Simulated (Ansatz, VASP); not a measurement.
## Al2InN3: VASP beside Ansatz

```
Al In N
1.0
     4.82464   -2.70143    0.00000
     4.82464    2.70143    0.00000
     0.00000    0.00000    5.15092
Al In N
4 2 6
Direct
  0.00844 0.33486 0.99174
  0.66514 0.99156 0.99174
  0.99156 0.66514 0.49174
  0.33486 0.00844 0.49174
  0.32207 0.67793 0.98699
  0.67793 0.32207 0.48699
  0.03676 0.33363 0.35570
  0.66637 0.96324 0.35570
  0.96324 0.66637 0.85570
  0.33363 0.03676 0.85570
  0.29824 0.70176 0.40613
  0.70176 0.29824 0.90613
```

Change from the starting cell: volume 11.189 Å^3 an atom, stretch along b over the lengths across it, relative to the relaxed cell 0.9736.

Alike in both runs: task single point; functional PBE; k mesh 6 × 6 × 6; occupations gaussian, width 0.05 eV; no spin polarisation.

|  | VASP | Ansatz |
| --- | --- | --- |
| version | VASP 6.6.1 | Ansatz 0.2.0 |
| potentials or method | VASP PAW PBE potentials, release 64 (Al, In_d, N), cutoff 520 eV | scalar-relativistic, plane waves, PAW |
| valence electrons in the cell | 68 | 68 |

Ansatz gave:

```
gap on the k mesh at the Fermi level (eV)                     : 2.62
least direct gap on the mesh (eV)                             : 2.62
pressure (GPa)                                                : 16.9
traceless stress, the component that is largest in VASP (GPa) : 6.56
rms of the force components (eV/Å)                            : 0.236
```

Q: Which values does VASP return?

A: gap on the k mesh at the Fermi level (eV): 2.62; least direct gap on the mesh (eV): 2.62; pressure (GPa): 16.9; traceless stress, the component that is largest in VASP (GPa): 6.59; rms of the force components (eV/Å): 0.238.

Atom by atom the forces differ by 0.009 eV/Å (rms over components).
